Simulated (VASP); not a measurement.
A run of VASP 6.6.1:

File INCAR:

```
  PREC = Accurate
  ENCUT = 520
  EDIFF = 1E-6
  ISMEAR = 0
  SIGMA = 0.015
  LREAL = F
  LASPH = T
  NELM = 150
  ALGO = Normal
  ISIF = 2
  LWAVE = F
  LCHARG = F
  ISPIN = 2
  MAGMOM = 3 0
  LORBIT = 11
  LMAXMIX = 4
  GGA = PE
  NBANDS = 18
```

Contents of KPOINTS:

```
regular mesh
0
Gamma
  11 11 11
```

POSCAR

```
FeO
1.0
    0.0000000000      2.1554000000      2.1554000000
    2.1554000000      0.0000000000      2.1554000000
    2.1554000000      2.1554000000      0.0000000000
Fe O
1 1
Direct
    0.0000000000      0.0000000000      0.0000000000
    0.5000000000      0.5000000000      0.5000000000
```

Potentials or basis: VASP PAW PBE potentials, release 64 (Fe, O).

Command:

```sh
$ cat potpaw_PBE.64/Fe/POTCAR potpaw_PBE.64/O/POTCAR > POTCAR
$ mpirun -np 1 vasp_std > vasp.out
```

Hardware: 1 thread of AMD EPYC 7R13, with other jobs on the host.

**Question.** Estimate the wall time of this run.

**Answer.** Run time: 84 s on 1 thread of AMD EPYC 7R13 (shared host), peak memory 0.14 GiB. Counts: scf iterations 15, k points 56.
